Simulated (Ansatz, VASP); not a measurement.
One calculation of Mg, two programs

```
Mg
1.0
    14.00000    0.00000    0.00000
     0.00000   14.40000    0.00000
     0.00000    0.00000   14.80000
Mg
1
Direct
  0.50000 0.50000 0.50000
```

Alike in both runs: task single point; functional PBE; k mesh 1 × 1 × 1; occupations fermi-dirac, width 0.01 eV; collinear spin.

|  | VASP | Ansatz |
| --- | --- | --- |
| version | VASP 6.6.1 | Ansatz 0.2.0 |
| potentials or method | VASP PAW PBE potentials, release 64 (Mg), cutoff 520 eV | plane waves (420 eV) with PAW, scalar-relativistic |
| valence electrons in the cell | 2 | 10 |

|  | VASP | Ansatz | Ansatz less VASP |
| --- | --- | --- | --- |
| gap on the k mesh at the Fermi level (eV) | 3.38 | 3.38 | 0.000 |
| net moment per atom (μB) | 0.00 | 0.00 | 0.000 |

VASP's potentials hold 2 valence electrons a cell and Ansatz's 10, so a difference there can come from the potentials and not from the codes. Ansatz's warnings: seeded moment not kept.
